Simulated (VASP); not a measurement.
Write the native input for VASP 6.6.1 that does the following.

| Quantity | Value |
| --- | --- |
| Task | single point |
| Functional | PBE |
| Potentials or basis | VASP PAW PBE potentials, release 64 (B, Pd_sv_GW, Ir_sv_GW) |
| Cutoff | 630 eV |
| k mesh | 12 × 12 × 6 |
| Occupations | gaussian, width 0.1 eV |
| Spin | no spin polarisation |
| Dipole correction | no |
| Further INCAR settings | ALGO = Normal; EDIFF = 1e-06; NBANDS = 44 |

The structure of BIr3Pd lies in POSCAR:

```
BIr3Pd
1.0
    3.0175387663      0.0000000000      0.0000000000
    0.0000000000      3.0175387663      0.0000000000
    0.0000000000      0.0000000000      7.4152459930
B Pd Ir
1 1 3
Direct
    0.5000000000      0.5000000000      0.0000000000
    0.0000000000      0.0000000000      0.0000000000
    0.5000000000      0.5000000000      0.2737594087
    0.5000000000      0.5000000000      0.7262405913
    0.0000000000      0.0000000000      0.5000000000
```

The cell was generated, and may not be a known phase.

These files were run (other wordings do the same):

INCAR

```
SYSTEM = BIr3Pd
  PREC = Accurate
  ENCUT = 630
  EDIFF = 1E-6
  ISMEAR = 0
  SIGMA = 0.1
  LREAL = .FALSE.
  LASPH = .TRUE.
  NELM = 120
  ALGO = Normal
  ISIF = 2
  LWAVE = .FALSE.
  LCHARG = .TRUE.
  GGA = PE
  LELF = .TRUE.
  LVHAR = .TRUE.
  NBANDS = 44
  GGA_COMPAT = .FALSE.
```

KPOINTS

```
regular mesh
0
G
  12 12 6
  0 0 0
```

Potentials or basis: VASP PAW PBE potentials, release 64 (B, Pd_sv_GW, Ir_sv_GW).

The run is started by

```sh
$ cat potpaw_PBE.64/B/POTCAR potpaw_PBE.64/Pd_sv_GW/POTCAR potpaw_PBE.64/Ir_sv_GW/POTCAR > POTCAR
$ mpirun -np 1 vasp_std > vasp.out
```

It gave:

- Pressure: -0.5 GPa
- Largest force: 0.018 eV/Å
- Band gap on the k mesh: zero (bands 36 and 37 overlap by 1.08 eV)

Caveat: spin-orbit coupling is left out, which moves the levels of the heavy elements.

Wall time 8.1 min on 1 thread of Intel(R) Xeon(R) Platinum 8375C CPU @ 2.90GHz (Ice Lake), with other jobs on the host, peak memory 0.57 GiB.
